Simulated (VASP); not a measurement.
Runs of VASP 6.6.1 on Na2S. The structure is that of space group Fm-3m (No. 225), or close to it. The cells are those of the table. 

```csv
cell,gap on the mesh (eV),pressure (GPa)
"a = 4.630 Å, angles 60.0°, 3 atoms",(a),-0.8
"a = 4.584 Å, angles 60.0°, 3 atoms",2.45,0.1
"a = 4.520 Å, angles 60.0°, 3 atoms",2.59,1.5
"a = 4.675 Å, angles 60.0°, 3 atoms",2.26,-1.5
"a = 4.615 Å, angles 60.0°, 3 atoms",(b),-0.5
```

Alike in all rows: task electric field gradients; level PBEsol; potentials or basis VASP PAW PBE potentials, release 64 (Na_pv, S); no spin polarisation; k mesh 8 × 8 × 8; cutoff (eV) 400; smearing fermi-dirac 0.02 eV.

Question: Estimate the missing entries.

Answer: (a) 2.35; (b) 2.39.

Caveats: the PAW data sets were made with another functional, which shifts forces and pressure a little.

A k mesh can miss the band edges.
